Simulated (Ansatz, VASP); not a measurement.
One calculation of ZnS, two programs

```
CELL_PARAMETERS angstrom
3.82270 0.00000 0.00000
-1.91135 3.31056 0.00000
0.00000 0.00000 12.52000
ATOMIC_POSITIONS crystal
Zn 0.00000 0.00000 0.00000
Zn 0.00000 0.00000 0.50000
Zn 0.33333 0.66667 0.25000
Zn 0.66667 0.33333 0.75000
S 0.00000 0.00000 0.18750
S 0.00000 0.00000 0.68750
S 0.33333 0.66667 0.43750
S 0.66667 0.33333 0.93750
```

Alike in both runs: task single point; functional LDA; k mesh 12 × 12 × 4; occupations gaussian, width 0.05 eV; no spin polarisation.

|  | VASP | Ansatz |
| --- | --- | --- |
| version | VASP 6.6.1 | Ansatz 0.2.0 |
| potentials or method | VASP PAW LDA potentials, release 64 (Zn, S), cutoff 520 eV | scalar-relativistic, plane waves, PAW |
| valence electrons in the cell | 72 | 72 |

Ansatz gave:

- gap on the k mesh at the Fermi level (eV): 1.87
- least direct gap on the mesh (eV): 1.87
- pressure (GPa): -4.8
- traceless stress, the component that is largest in VASP (GPa): -0.08
- rms of the force components (eV/Å): 0.014

Q: Estimate VASP's values.

A: gap on the k mesh at the Fermi level (eV): 1.90; least direct gap on the mesh (eV): 1.90; pressure (GPa): -4.6; traceless stress, the component that is largest in VASP (GPa): -0.08; rms of the force components (eV/Å): 0.014.

LDA's correlation is that of Perdew and Zunger in VASP and of Perdew and Wang (1992) in Ansatz. Atom by atom the forces differ by 0.000 eV/Å (rms over components).
